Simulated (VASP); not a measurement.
# Lu (P6/mmm) in VASP: further runs

The runs below take Lu through relaxation of cell and atoms, single point, with PBE.

All numbers are computed with VASP 6.6.1; they aren't measurements. Logs are shortened: lines on timing, memory, paths and dates and some standing lists are left out, and cuts for length are marked.

## (1) The cell of the first run

The structure is hexagonal, space group P6/mmm (No. 191). The conventional cell has a = 3.323 Å, b = 3.323 Å, c = 3.295 Å, α = 90.00°, β = 90.00°, γ = 120.00°. Within 4.3 Å of Lu (site symmetry 6/mmm) lie 8 Lu at 3.29 to 3.32 Å.

This isn't the form of Lu at room conditions, which is hcp.

## (2) Relaxation of cell and atoms, PBE, target pressure -0.54 GPa, at which the enthalpy is minimised

The input, INCAR:

```
ALGO = Normal
EDIFF = 1E-6
EDIFFG = -0.005
ENCUT = 600
GGA = PE
IBRION = 2
ISIF = 3
ISMEAR = -1
LASPH = True
LCHARG = False
LREAL = False
LWAVE = False
NELM = 80
NSW = 32
PREC = Accurate
PSTRESS = -5.4
SIGMA = 0.08
```

The input, KPOINTS:

```
k-points
0
Gamma
  13 13 12
```

The input, POSCAR:

```
Lu
1.0
    3.3234555517      0.0000000000      0.0000000000
   -1.6617277759      2.8781969361      0.0000000000
    0.0000000000      0.0000000000      3.2946707967
Lu
1
Direct
    0.0000000000      0.0000000000      0.0000000000
```

Potentials or basis: VASP PAW PBE potentials, release 64 (Lu).

The run is started by

```bash
$ cat potpaw_PBE.64/Lu/POTCAR > POTCAR
$ mpirun -np 1 vasp_std > vasp.out
```

OUTCAR:

```text
EDIFF = 1E-6
   EDIFFG = -0.005
   ENCUT = 600
   GGA = PE
   IBRION = 2
   ISIF = 3
   ISMEAR = -1
   LASPH = True
   LREAL = False
   NELM = 80
   NSW = 32
   PREC = Accurate
   PSTRESS = -5.4

 ion  position               nearest neighbor table
   1  0.000  0.000  0.000-

  LATTYP: Found a hexagonal cell.
 ALAT       =     3.3234555517
 C/A-ratio  =     0.9913389078

  Lattice vectors:

 A1 = (   3.3234555517,   0.0000000000,   0.0000000000)
 A2 = (  -1.6617277759,   2.8781969361,   0.0000000000)
 A3 = (   0.0000000000,   0.0000000000,   3.2946707967)

Analysis of symmetry for initial positions (statically):
=====================================================================
 Subroutine PRICEL returns:
 Original cell was already a primitive cell.

 Routine SETGRP: Setting up the symmetry group for a
 hexagonal supercell.

 Subroutine GETGRP returns: Found 24 space group operations
 (whereof 24 operations were pure point group operations)
 out of a pool of 24 trial point group operations.

The static configuration has the point symmetry D_6h.

Analysis of symmetry for dynamics (positions and initial velocities):
=====================================================================
 Subroutine PRICEL returns:
 Original cell was already a primitive cell.

 Routine SETGRP: Setting up the symmetry group for a
 hexagonal supercell.

 Subroutine GETGRP returns: Found 24 space group operations
 (whereof 24 operations were pure point group operations)
 out of a pool of 24 trial point group operations.

The dynamic configuration has the point symmetry D_6h.

 Subroutine INISYM returns: Found 24 space group operations
 (whereof 24 operations are pure point group operations),
 and found     1 'primitive' translations

----------------------------------------------------------------------------------------

                                     Primitive cell

  volume of cell :      31.5154

  direct lattice vectors                    reciprocal lattice vectors
     3.323455552  0.000000000  0.000000000     0.300891643  0.173719871  0.000000000
    -1.661727776  2.878196936  0.000000000     0.000000000  0.347439742  0.000000000
     0.000000000  0.000000000  3.294670797     0.000000000  0.000000000  0.303520461

  length of vectors
     3.323455552  3.323455552  3.294670797     0.347439742  0.347439742  0.303520461

  position of ions in fractional coordinates (direct lattice)
     0.000000000  0.000000000  0.000000000

  ion indices of the primitive-cell ions
   primitive index   ion index
                 1           1

----------------------------------------------------------------------------------------

 KPOINTS: k-points

Automatic generation of k-mesh.
 Grid dimensions read from file:
 generate k-points for:   13   13   12

 Generating k-lattice:

  Cartesian coordinates                     Fractional coordinates (reciprocal lattice)
     0.023145511  0.013363067  0.000000000     0.076923077 -0.000000000  0.000000000
     0.000000000  0.026726134  0.000000000     0.000000000  0.076923077  0.000000000
     0.000000000  0.000000000  0.025293372     0.000000000  0.000000000  0.083333333

  Length of vectors
     0.026726134  0.026726134  0.025293372

  Shift w.r.t. Gamma in fractional coordinates (k-lattice)
     0.000000000  0.000000000  0.000000000

 Subroutine IBZKPT returns following result:
 ===========================================

 Found    147 irreducible k-points:

 Following reciprocal coordinates:
            Coordinates               Weight
  0.000000  0.000000  0.000000      1.000000
  0.076923  0.000000  0.000000      6.000000
  0.153846  0.000000  0.000000      6.000000
  0.230769  0.000000  0.000000      6.000000
  0.307692  0.000000  0.000000      6.000000
  0.384615  0.000000  0.000000      6.000000
[... 16 lines left out ...]
  0.076923  0.000000  0.083333     12.000000
  0.153846  0.000000  0.083333     12.000000
 [... further k-points ...]
   k-points           NKPTS =    147   k-points in BZ     NKDIM =    147   number of bands    NBANDS=     16
   number of dos      NEDOS =    301   number of ions     NIONS =      1
   total plane-waves  NPLWV =  21952
   dimension x,y,z NGX =    28 NGY =   28 NGZ =   28
   dimension x,y,z NGXF=    56 NGYF=   56 NGZF=   56
   ions per type =               1
   NGX,Y,Z   is equivalent  to a cutoff of  14.01, 14.01, 14.13 a.u.
   NGXF,Y,Z  is equivalent  to a cutoff of  28.01, 28.01, 28.26 a.u.
 SYSTEM =  unknown system
   PREC   = accura    normal or accurate (medium, high low for compatibility)
   ISTART =      0    job   : 0-new  1-cont  2-samecut
   ICHARG =      2    charge: 1-file 2-atom 10-const
   ISPIN  =      1    spin polarized calculation?
   LNONCOLLINEAR =      F non collinear calculations
   LSORBIT =      F    spin-orbit coupling
   LASPH  =      T    aspherical Exc in radial PAW
   ENCUT  =  600.0 eV  44.10 Ry    6.64 a.u.   6.64  6.64  6.58*2*pi/ulx,y,z
   NELM   =     80;   NELMIN=  2; NELMDL= -5     # of ELM steps
   EDIFF  = 0.1E-05   stopping-criterion for ELM
   LREAL  =      F    real-space projection
   EDIFFG = -.5E-02   stopping-criterion for IOM
   NSW    =     32    number of steps for IOM
   IBRION =      2    ionic relax: 0-MD 1-quasi-New 2-CG
   NFREE  =      1    steps in history (QN), initial steepest desc. (CG)
   ISIF   =      3    stress and relaxation
   ISYM   =      2    0-nonsym 1-usesym 2-fastsym
   POTIM  = 0.5000    time-step for ionic-motion
   TEBEG  =    0.0;   TEEND  =   0.0 temperature during run
   PSTRESS=   -5.4 pullay stress
   NELECT =      25.0000    total number of electrons
   NUPDOWN=      -1.0000    fix difference up-down
   EMIN   =  10.00;   EMAX   =-10.00  energy-range for DOS
   EFERMI =   0.00;   METHOD = LEGACY
   ISMEAR =    -1;   SIGMA  =   0.08  broadening in eV -4-tet -1-fermi 0-gaus
   EFERMI_NEDOS =   21; number of points for ismear=-14 and -15
   IALGO  =     38    algorithm
   IMIX   =      4    mixing-type and parameters
     AMIX     =   0.40;   BMIX     =  1.00
     AMIX_MAG =   1.60;   BMIX_MAG =  1.00
  volume/ion in A,a.u.               =      31.52       212.68
  Fermi-wavevector in a.u.,A,eV,Ry     =   1.515470  2.863823 31.247814  2.296650
  Thomas-Fermi vector in A             =   2.624990
   LORBIT       =      0    0 simple, 1 ext, 2 COOP (PROOUT), +10 PAW based schemes
   GGA     = PE    functional components
   LHFCALC =     F    Hartree Fock is set to
   AEXX    =    0.0000 exact exchange contribution
   IVDW    =     0    specifies the selected vdW correction
   LEPSILON=     F    determine dielectric tensor
   LRPA    =     F    only Hartree local field effects (RPA)
 conjugate gradient relaxation of ions
 non-spin polarized calculation
  energy-cutoff  :      600.00
  volume of cell :       31.52
 maximum number of plane-waves:      1075
 NGX is ok and might be reduce to    28
   NGX = 13   NGY = 13   NGZ = 13

--------------------------------------- Ionic step        1  -------------------------------------------

 number of electron      24.9999993 magnetization

 Free energy of the ion-electron system (eV)
  ---------------------------------------------------
  ext. energy  EPLUGINS =         0.00000000
  ---------------------------------------------------
  free energy    TOTEN  =        -4.05465716 eV

  energy without entropy =       -4.00647117  energy(sigma->0) =       -4.03056416

------------------------ aborting loop because EDIFF is reached ----------------------------------------

  FORCE on cell =-STRESS in cart. coord.  units (eV):
  Direction    XX          YY          ZZ          XY          YZ          ZX
  --------------------------------------------------------------------------------------
  -------------------------------------------------------------------------------------
  Total       -0.0811072     -0.0811072     -0.0911938      0.0000000      0.0000000      0.0000000
  in kB       -4.1233250     -4.1233250     -4.6361066      0.0000000      0.0000000      0.0000000
  external PRESSURE =       1.1057478 kB  Pullay stress =      -5.4000000 kB
[... 90 lines left out ...]
  FREE ENERGIE OF THE ION-ELECTRON SYSTEM (eV)
  ---------------------------------------------------
  free  energy   TOTEN  =        -4.0538641109 eV

  energy  without entropy=       -4.0056724326  energy(sigma->0) =       -4.02976827

  enthalpy is  TOTEN    =        -4.1608848055 eV   P V=       -0.1070206946

[... ionic steps 4 to 16 ...]

--------------------------------------- Ionic step       17  -------------------------------------------

 number of electron      24.9999994 magnetization

------------------------ aborting loop because EDIFF is reached ----------------------------------------

  FORCE on cell =-STRESS in cart. coord.  units (eV):
  Direction    XX          YY          ZZ          XY          YZ          ZX
  --------------------------------------------------------------------------------------
  -------------------------------------------------------------------------------------
  Total       -0.0997750     -0.0997750     -0.1263447      0.0000000      0.0000000     -0.0000000
  in kB       -5.0491052     -5.0491052     -6.3936602      0.0000000      0.0000000     -0.0000000
  external PRESSURE =      -0.0972902 kB  Pullay stress =      -5.4000000 kB
[... 59 lines left out ...]
  enthalpy is  TOTEN    =        -4.1609336051 eV   P V=       -0.1067040507

--------------------------------------- Ionic step       19  -------------------------------------------

 number of electron      24.9999994 magnetization

 Free energy of the ion-electron system (eV)
  ---------------------------------------------------
  ext. energy  EPLUGINS =         0.00000000
  ---------------------------------------------------
  free energy    TOTEN  =        -4.05423239 eV

  energy without entropy =       -4.00600896  energy(sigma->0) =       -4.03012068

 E-fermi :   1.8407     XC(G=0): -10.2433

 val. band max:        1.8388436143   @ k =   0.1538   0.0000   0.0000
 cond. band min:       1.8411830978   @ k =   0.3077   0.1538   0.2500
 fundamental gap:      0.0023394835
 Fermi energy:         1.8406936408

 k-point     1 :       0.0000    0.0000    0.0000
  band No.  band energies     occupation
      1     -54.6649      2.00000
      2     -25.2076      2.00000
      3     -25.0261      2.00000
      4     -25.0261      2.00000
      5      -3.8789      2.00000
      6      -3.4187      2.00000
[... 8 lines left out ...]
     15       4.1642      0.00000
     16       8.0337      0.00000
[... 420 lines left out ...]
  band No.  band energies     occupation
      1     -54.6568      2.00000
      2     -25.2222      2.00000
      3     -25.1431      2.00000
      4     -25.0514      2.00000
      5      -3.4021      2.00000
      6      -3.3895      2.00000
[... 8 lines left out ...]
     15       4.8149      0.00000
     16       6.6472      0.00000

 [... further k-points ...]

------------------------ aborting loop because EDIFF is reached ----------------------------------------

  FORCE on cell =-STRESS in cart. coord.  units (eV):
  Direction    XX          YY          ZZ          XY          YZ          ZX
  --------------------------------------------------------------------------------------
  -------------------------------------------------------------------------------------
  Total       -0.1087228     -0.1087228     -0.1092904      0.0000000     -0.0000000      0.0000000
  in kB       -5.5022927     -5.5022927     -5.5310183      0.0000000     -0.0000000      0.0000000
  external PRESSURE =      -0.1118679 kB  Pullay stress =      -5.4000000 kB
[... 16 lines left out ...]
  FREE ENERGIE OF THE ION-ELECTRON SYSTEM (eV)
  ---------------------------------------------------
  free  energy   TOTEN  =        -4.0542323877 eV

  energy  without entropy=       -4.0060089647  energy(sigma->0) =       -4.03012068

  enthalpy is  TOTEN    =        -4.1609339481 eV   P V=       -0.1067015604

 reached required accuracy - stopping structural energy minimisation
```

Run time: 9.8 min. Hardware: 1 thread of Intel Xeon Platinum 8488C (Sapphire Rapids), shared host; peak memory 0.26 GiB.

Results:

| Property | Result |
| --- | --- |
| Free energy | -4.0542 eV |
| Relaxed volume | 31.66 Å³/atom |
| Relaxed cell | a = 3.328 Å, b = 3.328 Å, c = 3.300 Å, α = 90.00°, β = 90.00°, γ = 120.00° |
| Space group after relaxing (to 0.1 Å) | P6/mmm (No. 191) |
| Energy change on relaxing (the run minimises the enthalpy) | +0.4 meV/atom |
| Ionic steps | 19 |
| Pressure after relaxing | -0.6 GPa |
| Band gap on the k mesh | zero (an odd number of electrons rules out a gap without spin polarisation) |

Step by step:
| step | energy change (eV) | largest force (eV/Å) | pressure (GPa) | volume (Å³) |
| --- | --- | --- | --- | --- |
| 1 | 0.0000 | 0.0000 | -0.43 | 31.52 |
| 2 | 0.0003 | 0.0000 | -0.47 | 31.61 |
| 3 | 0.0008 | 0.0000 | -0.61 | 31.75 |
| 4 | 0.0005 | 0.0000 | -0.61 | 31.68 |
| 5 | 0.0004 | 0.0000 | -0.54 | 31.64 |
| 6 | 0.0004 | 0.0000 | -0.53 | 31.64 |
| 7 | 0.0004 | 0.0000 | -0.62 | 31.65 |
| 8 | 0.0004 | 0.0000 | -0.51 | 31.65 |
| 9 | 0.0004 | 0.0000 | -0.36 | 31.65 |
| 10 | 0.0004 | 0.0000 | -0.35 | 31.65 |
| 11 | 0.0004 | 0.0000 | -0.51 | 31.65 |
| 12 | 0.0004 | 0.0000 | -0.20 | 31.66 |
| 13 | 0.0005 | 0.0000 | -0.65 | 31.67 |
| 14 | 0.0005 | 0.0000 | -0.60 | 31.67 |
| 15 | 0.0004 | 0.0000 | -0.74 | 31.67 |
| 16 | 0.0004 | 0.0000 | -0.60 | 31.66 |
| 17 | 0.0004 | 0.0000 | -0.55 | 31.66 |
| 18 | 0.0004 | 0.0000 | -0.57 | 31.66 |
| 19 | 0.0004 | 0.0000 | -0.55 | 31.66 |

Final structure:
```
Lu
1.0
     3.32834    0.00000    0.00000
    -1.66417    2.88243    0.00000
     0.00000    0.00000    3.29991
Lu
1
Direct
  0.00000 0.00000 0.00000
```

Caveat: the cell is relaxed towards a set pressure, so the run minimises the enthalpy, not the energy; spin-orbit coupling is left out, which moves the levels of the heavy elements.

[end of part 1 of 2]
